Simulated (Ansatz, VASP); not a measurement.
# Sn, level by level in two programs

```
Sn
1.0
    -2.06899    2.06899    1.69333
     2.06899   -2.06899    1.69333
     2.06899    2.06899   -1.69333
Sn
1
Cartesian
  0.0000 0.0000 0.0000
```

Single points on this cell with VASP 6.6.1 and Ansatz 0.2.0. Each row is one pair of runs. Alike in all rows: spin: off; smearing: fermi-dirac, width 0.05 eV.

| level | k mesh | VASP's potentials, cutoff | Ansatz's potentials, cutoff | gap on the k mesh at the Fermi level (eV), VASP | gap on the k mesh at the Fermi level (eV), Ansatz | pressure (GPa), VASP | pressure (GPa), Ansatz |
| --- | --- | --- | --- | --- | --- | --- | --- |
| LDA | 10 × 10 × 10 | VASP PAW LDA potentials, release 64 (Sn_d), 520 eV | Ansatz PAW, 420 eV | none | none | -5.3 | -5.3 |
| r2SCAN | 10 × 10 × 10 | VASP PAW PBE potentials, release 64 (Sn_d), 520 eV | Ansatz PAW, 500 eV | none | none | -3.0 | -2.9 |
| HSE06 | 6 × 6 × 6 | VASP PAW PBE potentials, release 64 (Sn_d), 520 eV | Ansatz PAW, 420 eV | none | none | -2.6 | -2.6 |

Pressure (GPa): the two programs differ by at most 0.06.

A gap of «none» marks a metal or a gap that the smearing closes.

The k mesh is coarse in some rows, so the values compare programs but aren't converged.
